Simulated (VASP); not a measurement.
Input of a VASP 6.6.1 run:

Contents of POSCAR:

```
SrO
1.0
    0.0000000000      2.6000000000      2.6000000000
    2.6000000000      0.0000000000      2.6000000000
    2.6000000000      2.6000000000      0.0000000000
Sr O
1 1
Direct
    0.0000000000      0.0000000000      0.0000000000
    0.5000000000      0.5000000000      0.5000000000
```

INCAR.step1

```
SYSTEM = SrO
ALGO = Normal
EDIFF = 1E-4
ENCUT = 520
GGA = PE
ISMEAR = -1
LASPH = .True.
LCHARG = .False.
LREAL = .False.
LWAVE = .True.
NBANDS = 15
NELM = 60
PREC = Accurate
SIGMA = 0.02
```

Contents of INCAR.step2:

```
SYSTEM = SrO
ALGO = Normal
EDIFF = 1E-6
ENCUT = 520
ISIF = 2
ISMEAR = -1
ISTART = 1
LASPH = .True.
LCHARG = .True.
LELF = .True.
LMIXTAU = .True.
LREAL = .False.
LVHAR = .True.
LWAVE = .False.
METAGGA = R2SCAN
NBANDS = 15
NELM = 60
PREC = Accurate
SIGMA = 0.02
```

The input KPOINTS:

```
k-points
0
Gamma
  6 6 6
  0 0 0
```

Potentials or basis: VASP PAW PBE potentials, release 64 (Sr_sv, O).

Run with:

```console
$ cat potpaw_PBE.64/Sr_sv/POTCAR potpaw_PBE.64/O/POTCAR > POTCAR
$ cp INCAR.step1 INCAR
$ mpirun -np 1 vasp_std > vasp.out
$ cp INCAR.step2 INCAR
$ mpirun -np 1 vasp_std > vasp.out
```

Problem. Predict the band gap on the k mesh.

Solution. 3.76 eV (least direct gap 3.86 eV).

Problem. Estimate the pressure.

Solution. -1.6 GPa.

Caveat: the PAW data sets were made with another functional, which shifts forces and pressure a little. A k mesh can miss the band edges.
